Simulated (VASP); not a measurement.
# Si8O in VASP: single point with PBE

Aim: the single point of Si8O with PBE.

Program: VASP 6.6.1. These are calculated values, not measurements. Logs are shortened: lines on timing, memory, paths and dates and some standing lists are left out, and cuts for length are marked.

## (1) The cell of the first run

The cell holds a slab with vacuum, 9 atoms: a = 3.851 Å, b = 6.365 Å, c = 19.753 Å, α = 90.00°, β = 90.00°, γ = 90.00°.

## (2) Single point, PBE, collinear spin, ferromagnetic start

INCAR reads:

```
PREC     = Accurate       # precision mode
ENCUT    = 520            # plane-wave cutoff, eV
EDIFF    = 1E-6           # SCF threshold, eV
ISMEAR   = 0              # smearing method
SIGMA    = 0.05           # smearing width, eV
LREAL    = F              # projectors in reciprocal space
LASPH    = T              # aspherical terms in the spheres
NELM     = 150            # most SCF steps
ALGO     = Normal         # electronic algorithm
ISIF     = 2              # what is computed and relaxed
LWAVE    = F              # write WAVECAR
LCHARG   = F              # write CHGCAR
ISPIN    = 2              # spin polarisation
MAGMOM   = 0 0 0 0 0 0 0 0 2 # initial moments
LORBIT   = 11             # projections on sites
LDIPOL   = T            
IDIPOL   = 3            
DIPOL    = 0.5 0.5 0.333
GGA      = PE             # functional
NBANDS   = 33             # bands
```

KPOINTS reads:

```
regular mesh
0
Gamma
  7 4 1
```

POSCAR reads:

```
Si8O
1.0
    3.8510821816      0.0000000000      0.0000000000
    0.0000000000      6.3646812169      0.0000000000
    0.0000000000      0.0000000000     19.7525434844
Si O
8 1
Direct
    0.0000000000      0.9370679252      0.2025055661
    0.0000000000      0.5629320748      0.2025055661
    0.5000000000      0.4370679252      0.2587875162
    0.5000000000      0.0629320748      0.2587875162
    0.5000000000      0.9333044677      0.3720589469
    0.5000000000      0.5666955323      0.3720589469
    0.0000000000      0.4259907537      0.4177964975
    0.0000000000      0.0740092463      0.4177964975
    0.0000000000      0.4259907537      0.4987151152
```

Potentials or basis: VASP PAW PBE potentials, release 64 (Si, O).

The run is started by

```bash
> cat potpaw_PBE.64/Si/POTCAR potpaw_PBE.64/O/POTCAR > POTCAR
> mpirun -np 1 vasp_std > vasp.out
```

OUTCAR:

```text
PREC = Accurate
   ENCUT = 520
   EDIFF = 1E-6
   ISMEAR = 0
   LREAL = F
   LASPH = T
   NELM = 150
   ISIF = 2
   ISPIN = 2
   LORBIT = 11
   GGA = PE

 ion  position               nearest neighbor table
   1  0.000  0.937  0.203-   4 2.36   4 2.36   2 2.38
   2  0.000  0.563  0.203-   3 2.36   3 2.36   1 2.38
   3  0.500  0.437  0.259-   2 2.36   2 2.36   4 2.38   6 2.38
   4  0.500  0.063  0.259-   1 2.36   1 2.36   3 2.38   5 2.38
   5  0.500  0.933  0.372-   8 2.31   8 2.31   6 2.33   4 2.38
   6  0.500  0.567  0.372-   7 2.31   7 2.31   5 2.33   3 2.38
   7  0.000  0.426  0.418-   9 1.60   8 2.24   6 2.31   6 2.31
   8  0.000  0.074  0.418-   7 2.24   5 2.31   5 2.31
   9  0.000  0.426  0.499-   7 1.60

  LATTYP: Found a simple orthorhombic cell.
 ALAT       =     3.8510821816
 B/A-ratio  =     1.6526994016
 C/A-ratio  =     5.1290890594

  Lattice vectors:

 A1 = (   3.8510821816,   0.0000000000,   0.0000000000)
 A2 = (   0.0000000000,   6.3646812169,   0.0000000000)
 A3 = (   0.0000000000,   0.0000000000,  19.7525434844)

Analysis of symmetry for initial positions (statically):
=====================================================================
 Subroutine PRICEL returns:
 Original cell was already a primitive cell.

 Routine SETGRP: Setting up the symmetry group for a
 simple orthorhombic supercell.

 Subroutine GETGRP returns: Found  2 space group operations
 (whereof  2 operations were pure point group operations)
 out of a pool of  8 trial point group operations.

The static configuration has the point symmetry C_1h.

Analysis of symmetry for dynamics (positions and initial velocities):
=====================================================================
 Subroutine PRICEL returns:
 Original cell was already a primitive cell.

 Routine SETGRP: Setting up the symmetry group for a
 simple orthorhombic supercell.

 Subroutine GETGRP returns: Found  2 space group operations
 (whereof  2 operations were pure point group operations)
 out of a pool of  8 trial point group operations.

The dynamic configuration has the point symmetry C_1h.

Analysis of structural, dynamic, and magnetic symmetry:
=====================================================================
 Subroutine PRICEL returns:
 Original cell was already a primitive cell.

 Routine SETGRP: Setting up the symmetry group for a
 simple orthorhombic supercell.

 Subroutine GETGRP returns: Found  2 space group operations
 (whereof  2 operations were pure point group operations)
[... 157 lines left out ...]

 val. band max:       -2.1086272796   @ k =   0.4286   0.0000   0.0000
 cond. band min:      -2.0539552078   @ k =   0.0000   0.2500   0.0000
 fundamental gap:      0.0546720718
 Fermi energy:        -2.0569502356

 spin component 1

 k-point     1 :       0.0000    0.0000    0.0000
  band No.  band energies     occupation
      1     -19.3564      1.00000
      2     -13.3717      1.00000
      3     -12.1018      1.00000
      4     -11.0830      1.00000
      5      -9.7833      1.00000
      6      -8.8814      1.00000
[... 397 lines left out ...]
     30       3.0594      0.00000
     31       3.3789      0.00000
 Fermi energy:        -2.0569502356

 spin component 2

 k-point     1 :       0.0000    0.0000    0.0000
  band No.  band energies     occupation
      1     -19.3191      1.00000
      2     -13.3518      1.00000
      3     -12.0720      1.00000
      4     -11.0636      1.00000
      5      -9.7445      1.00000
      6      -8.8673      1.00000
[... 397 lines left out ...]
     30       3.0880      0.00000
     31       3.4036      0.00000
 [bands above 31 left out]

------------------------ aborting loop because EDIFF is reached ----------------------------------------

 vacuum level on the upper side and lower side of the slab       (xc-potential included)         1.160        -1.161

  FORCE on cell =-STRESS in cart. coord.  units (eV):
  Direction    XX          YY          ZZ          XY          YZ          ZX
  --------------------------------------------------------------------------------------
  -------------------------------------------------------------------------------------
  Total        2.0548971      1.1401915     -0.1960999      0.0000000     -1.6157067      0.0000000
  in kB        6.8001454      3.7731660     -0.6489413      0.0000000     -5.3467594      0.0000000
  external PRESSURE =       3.3081234 kB  Pullay stress =       0.0000000 kB

 VOLUME and BASIS-vectors are now :
 -----------------------------------------------------------------------------
  energy-cutoff  :      520.00
  volume of cell :      484.15
      direct lattice vectors                 reciprocal lattice vectors
     3.851082182  0.000000000  0.000000000     0.259667271  0.000000000  0.000000000
     0.000000000  6.364681217  0.000000000     0.000000000  0.157117060  0.000000000
     0.000000000  0.000000000 19.752543484     0.000000000  0.000000000  0.050626392

 POSITION                                       TOTAL-FORCE (eV/Angst)
 -----------------------------------------------------------------------------------
      0.00000      5.96414      4.00000         0.000000     -0.634514      0.326832
      0.00000      3.58288      4.00000         0.000000      0.782793      0.633403
      1.92554      2.78180      5.11171         0.000000      0.080504     -0.338335
      1.92554      0.40054      5.11171         0.000000      0.022075     -0.607296
      1.92554      5.94019      7.34911         0.000000     -0.303192      0.314909
      1.92554      3.60684      7.34911         0.000000      0.233149     -1.078251
      0.00000      2.71130      8.25254         0.000000      0.621245      0.811266
      0.00000      0.47105      8.25254         0.000000     -0.346985     -0.218612
      0.00000      2.71130      9.85089         0.000000     -0.455076      0.156084
 -----------------------------------------------------------------------------------
    total drift:                                0.000000     -0.000433      0.000044

  FREE ENERGIE OF THE ION-ELECTRON SYSTEM (eV)
  ---------------------------------------------------
  free  energy   TOTEN  =       -45.8756772009 eV

  energy  without entropy=      -45.8710952606  energy(sigma->0) =      -45.87338623

 vacuum level on the upper side and lower side of the slab         5.189         2.783

 total charge

# of ion       s       p       d       tot
------------------------------------------
    1        0.794   0.835   0.000   1.630
    2        0.796   0.828   0.000   1.625
    3        0.759   0.899   0.000   1.658
    4        0.767   0.881   0.000   1.648
    5        0.767   0.920   0.000   1.687
    6        0.779   0.940   0.000   1.719
    7        0.749   0.987   0.000   1.736
    8        0.809   0.851   0.000   1.660
    9        1.596   3.354   0.000   4.950
--------------------------------------------------
tot          7.816  10.496   0.000  18.312

 magnetization (x)

# of ion       s       p       d       tot
------------------------------------------
    1       -0.002  -0.017   0.000  -0.019
    2        0.011   0.059   0.000   0.069
    3       -0.000   0.003   0.000   0.003
    4        0.001  -0.000   0.000   0.001
    5       -0.001  -0.001   0.000  -0.002
    6        0.001   0.010   0.000   0.010
    7        0.000   0.002   0.000   0.003
    8        0.007   0.017   0.000   0.024
    9        0.000   0.022   0.000   0.022
--------------------------------------------------
tot          0.016   0.094   0.000   0.110
```

Run time: 15 min. Hardware: 1 thread of Intel Xeon Platinum 8259CL at 2.50GHz (Skylake/Cascade Lake), shared host; peak memory 0.82 GiB.

Results:

* Free energy: -45.8757 eV
* Largest force: 1.103 eV/Å
* Net moment: 0.27 μB per cell
* Site moments: Si -0.02, +0.07, +0.00, -0.00, +0.01, +0.02 (each value once); O +0.02 μB
* Valence electrons inside the program's atomic spheres: Si 1.63, 1.62, 1.66, 1.65, 1.69, 1.72, 1.74 (each value once); O 4.95

Forces on the atoms (eV/Å):
```
Si   0.000 -0.635  0.327
Si   0.000  0.783  0.633
Si   0.000  0.081 -0.338
Si   0.000  0.022 -0.607
Si   0.000 -0.303  0.315
Si   0.000  0.233 -1.078
Si   0.000  0.621  0.811
Si   0.000 -0.347 -0.219
O    0.000 -0.455  0.156
```
